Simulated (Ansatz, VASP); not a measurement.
**One calculation of ZnS, two programs**

Contents of INCAR:

```
SYSTEM = ZnS
PREC = Accurate ; ENCUT = 520
EDIFF = 1E-6 ; ISMEAR = 0
SIGMA = 0.05 ; LREAL = .FALSE.
LASPH = .TRUE. ; NELM = 60
ALGO = Normal ; ISIF = 2
LWAVE = .FALSE. ; LCHARG = .FALSE.
GGA = PE ; NBANDS = 26
```

File KPOINTS:

```
regular mesh
0
G
  9 9 4
  0 0 0
```

POSCAR

```
ZnS
1.0
    4.0333996051      0.0000000000      0.0000000000
   -2.0166998025      3.4930265216      0.0000000000
    0.0000000000      0.0000000000      5.7302508189
Zn S
2 2
Direct
    0.3333333333      0.6666666667      0.0052003725
    0.6666666667      0.3333333333      0.5052003725
    0.3333333333      0.6666666667      0.3797996275
    0.6666666667      0.3333333333      0.8797996275
```

Input for Ansatz:

```yaml
crystal:
  lattice:
    - [4.0333996051, 0.0, 0.0]
    - [-2.0166998025, 3.4930265216, 0.0]
    - [0.0, 0.0, 5.7302508189]
  atoms:
    - { symbol: Zn, position: [0.3333333333, 0.6666666667, 0.0052003725] }
    - { symbol: Zn, position: [0.6666666667, 0.3333333333, 0.5052003725] }
    - { symbol: S, position: [0.3333333333, 0.6666666667, 0.3797996275] }
    - { symbol: S, position: [0.6666666667, 0.3333333333, 0.8797996275] }
basis:
  ecutwfc: 520.0
kpoints:
  mp_grid: { grid: [9, 9, 4] }
hamiltonian:
  xc: pbe
scf:
  occupations: { method: gaussian, width: 0.05 }
output:
  forces: true
  stress: true
  eigenvalues: true
  write_density: true
  write_potential: true
  elf: true
  volumetric_format: npy
```

Alike in both runs: task single point; functional PBE; k mesh 9 × 9 × 4; occupations gaussian, width 0.05 eV; no spin polarisation.

```csv
,VASP,Ansatz
version,VASP 6.6.1,Ansatz 0.2.0
potentials or method,"VASP PAW PBE potentials, release 64 (Zn, S), cutoff 520 eV","scalar-relativistic, plane waves, PAW"
valence electrons in the cell,36,36
```

```tsv
	VASP	Ansatz	Ansatz less VASP
gap on the k mesh at the Fermi level (eV)	2.03	2.03	+0.001
least direct gap on the mesh (eV)	2.03	2.03	+0.001
pressure (GPa)	3.0	2.9	-0.16
traceless stress, the component that is largest in VASP (GPa)	15.25	15.19	-0.062
rms of the force components (eV/Å)	0.865	0.859	-0.0060
```

Atom by atom the forces differ by 0.006 eV/Å (rms over components).
